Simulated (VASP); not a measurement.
Input of a VASP 6.6.1 run:

File INCAR:

```
SYSTEM = LiH
  ALGO = Normal
  EDIFF = 1E-7
  ENCUT = 520
  GGA = PS
  ISIF = 2
  ISMEAR = -1
  LASPH = .TRUE.
  LCHARG = .FALSE.
  LREAL = .FALSE.
  LWAVE = .FALSE.
  NBANDS = 9
  NELM = 80
  PREC = Accurate
  SIGMA = 0.05
```

The input KPOINTS:

```
k-points
0
G
  11 11 11
  0 0 0
```

The input POSCAR:

```
LiH
1.0
    0.0000000000      1.7358577128      1.7358577128
    1.7358577128      0.0000000000      1.7358577128
    1.7358577128      1.7358577128      0.0000000000
Li H
1 1
Direct
    0.0000000000      0.0000000000      0.0000000000
    0.5000000000      0.5000000000      0.5000000000
```

Potentials or basis: VASP PAW PBE potentials, release 64 (Li_sv, H).

Launch:

```bash
$ cat potpaw_PBE.64/Li_sv/POTCAR potpaw_PBE.64/H/POTCAR > POTCAR
$ mpirun -np 1 vasp_std > vasp.out
```

(1) What does it give for the band gap on the k mesh?

Answers

(1) 2.49 eV, direct.
